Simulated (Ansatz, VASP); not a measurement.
**TePb: VASP beside Ansatz**

```
Te Pb
1.0
     0.00000    3.22700    3.22700
     3.22700    0.00000    3.22700
     3.22700    3.22700    0.00000
Te Pb
1 1
Direct
  0.50000 0.50000 0.50000
  0.00000 0.00000 0.00000
```

Alike in both runs: task single point; functional r2SCAN; k mesh 8 × 8 × 8; occupations gaussian, width 0.05 eV; no spin polarisation.

|  | VASP | Ansatz |
| --- | --- | --- |
| version | VASP 6.6.1 | Ansatz 0.2.0 |
| potentials or method | VASP PAW PBE potentials, release 64 (Te, Pb_d), cutoff 520 eV | scalar-relativistic, plane waves, PAW |
| valence electrons in the cell | 20 | 30 |

```csv
,VASP,Ansatz,Ansatz less VASP
gap on the k mesh at the Fermi level (eV),1.01,1.01,-0.004
least direct gap on the mesh (eV),1.01,1.01,-0.004
pressure (GPa),1.7,1.7,0.00
```

VASP's potentials were made for PBE, not for r2SCAN. VASP's potentials hold 20 valence electrons a cell and Ansatz's 30, so a difference there can come from the potentials and not from the codes.

Spin-orbit coupling is off throughout.
